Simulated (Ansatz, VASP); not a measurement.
Two plane-wave programs on Bi2Te3

INCAR

```
SYSTEM = Bi2Te3
  ALGO = Normal
  EDIFF = 1E-6
  ENCUT = 520
  GGA = PS
  ISIF = 2
  ISMEAR = 0
  LASPH = .TRUE.
  LCHARG = .FALSE.
  LREAL = .FALSE.
  LWAVE = .FALSE.
  NBANDS = 32
  NELM = 80
  PREC = Accurate
  SIGMA = 0.1
```

Contents of KPOINTS:

```
k-points
0
G
  6 6 6
  0 0 0
```

File POSCAR:

```
Bi2Te3
1.0
    2.1930000000      1.2661291403     10.1656666667
   -2.1930000000      1.2661291403     10.1656666667
    0.0000000000     -2.5322582807     10.1656666667
Bi Te
2 3
Direct
    0.4000000000      0.4000000000      0.4000000000
    0.6000000000      0.6000000000      0.6000000000
    0.0000000000      0.0000000000      0.0000000000
    0.2095000000      0.2095000000      0.2095000000
    0.7905000000      0.7905000000      0.7905000000
```

Input for Ansatz:

```yaml
crystal:
  lattice:
    - [2.193, 1.2661291403, 10.1656666667]
    - [-2.193, 1.2661291403, 10.1656666667]
    - [0.0, -2.5322582807, 10.1656666667]
  atoms:
    - { symbol: Bi, position: [0.4, 0.4, 0.4] }
    - { symbol: Bi, position: [0.6, 0.6, 0.6] }
    - { symbol: Te, position: [0.0, 0.0, 0.0] }
    - { symbol: Te, position: [0.2095, 0.2095, 0.2095] }
    - { symbol: Te, position: [0.7905, 0.7905, 0.7905] }
basis:
  ecutwfc: 420
kpoints:
  mp_grid: { grid: [6, 6, 6] }
hamiltonian:
  xc: pbesol
scf:
  occupations: { method: gaussian, width: 0.1 }
output:
  forces: true
  stress: true
  eigenvalues: true
```

Alike in both runs: task single point; functional PBEsol; k mesh 6 × 6 × 6; occupations gaussian, width 0.1 eV; no spin polarisation.

|  | VASP | Ansatz |
| --- | --- | --- |
| version | VASP 6.6.1 | Ansatz 0.2.0 |
| potentials or method | VASP PAW PBE potentials, release 64 (Bi_d, Te), cutoff 520 eV | scalar-relativistic, plane waves, PAW |
| valence electrons in the cell | 48 | 78 |

|  | VASP | Ansatz | Ansatz less VASP |
| --- | --- | --- | --- |
| gap on the k mesh at the Fermi level (eV) | 0.23 | 0.24 | +0.011 |
| least direct gap on the mesh (eV) | 0.23 | 0.24 | +0.011 |
| pressure (GPa) | -0.6 | -0.6 | -0.01 |
| traceless stress, the component that is largest in VASP (GPa) | -0.19 | -0.19 | -0.001 |
| rms of the force components (eV/Å) | 0.035 | 0.042 | +0.0074 |

VASP's potentials were made for PBE, not for PBEsol. Atom by atom the forces differ by 0.008 eV/Å (rms over components). With one functional, cell and mesh, what is left measures potentials, basis and numerics. VASP's potentials hold 48 valence electrons a cell and Ansatz's 78, so a difference there can come from the potentials and not from the codes.

Spin-orbit coupling is off throughout.
